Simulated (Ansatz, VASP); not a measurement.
# Two plane-wave programs on Re

The input INCAR:

```
ALGO = Normal ; EDIFF = 1E-6
EDIFFG = -0.04 ; ENCUT = 600
GGA = PE ; IBRION = 2
ISIF = 3 ; ISMEAR = 0
LASPH = T ; LCHARG = F
LREAL = F ; LWAVE = F
NELM = 100 ; NSW = 90
PREC = Accurate ; SIGMA = 0.1
```

The input KPOINTS:

```
k-points
0
Gamma
  6 6 4
```

File POSCAR:

```
Re
1.0
    2.5932858359     -1.7139635538      0.0000000000
    2.5932858359      1.7139635538      0.0000000000
    0.0000000000      0.0000000000      6.9916844866
Re
4
Direct
    0.8500000000      0.1500000000      0.1170000000
    0.6500000000      0.3500000000      0.6170000000
    0.1500000000      0.8500000000      0.8830000000
    0.3500000000      0.6500000000      0.3830000000
```

Input for Ansatz:

```yaml
crystal:
  lattice:
    - [2.5932858359, -1.7139635538, 0.0]
    - [2.5932858359, 1.7139635538, 0.0]
    - [0.0, 0.0, 6.9916844866]
  atoms:
    - { symbol: Re, position: [0.85, 0.15, 0.117] }
    - { symbol: Re, position: [0.65, 0.35, 0.617] }
    - { symbol: Re, position: [0.15, 0.85, 0.883] }
    - { symbol: Re, position: [0.35, 0.65, 0.383] }
basis:
  ecutwfc: 420
kpoints:
  mp_grid: { grid: [6, 6, 4] }
hamiltonian:
  xc: pbe
scf:
  occupations: { method: gaussian, width: 0.1 }
  lower_state_search: "off"
output:
  forces: true
  stress: true
  eigenvalues: true
relax:
  adjacent_minimum: "off"
  f_tol: 0.04
  max_steps: 70
  cell: { stress_tol: 0.4 }
```

Alike in both runs: task relaxation of cell and atoms; functional PBE; k mesh 6 × 6 × 4; occupations gaussian, width 0.1 eV; no spin polarisation.

|  | VASP | Ansatz |
| --- | --- | --- |
| version | VASP 6.6.1 | Ansatz 0.2.0 |
| potentials or method | VASP PAW PBE potentials, release 64 (Re), cutoff 600 eV | scalar-relativistic, plane waves, PAW |
| valence electrons in the cell | 28 | 60 |

Ansatz gave:

- gap on the k mesh at the Fermi level, each at its own relaxed structure (eV): none
- relaxed volume (Å³/atom): 14.99
- relaxed cell length with the largest relative difference (Å): 2.764

Task: Estimate VASP's values.

Result: gap on the k mesh at the Fermi level, each at its own relaxed structure (eV): none; relaxed volume (Å³/atom): 14.98; relaxed cell length with the largest relative difference (Å): 2.763.

A gap of «none» marks a metal or a gap that the smearing closes. VASP's potentials hold 28 valence electrons a cell and Ansatz's 60, so a difference there can come from the potentials and not from the codes.

The k mesh is coarse, so the values compare programs but aren't converged. Spin-orbit coupling is off throughout.
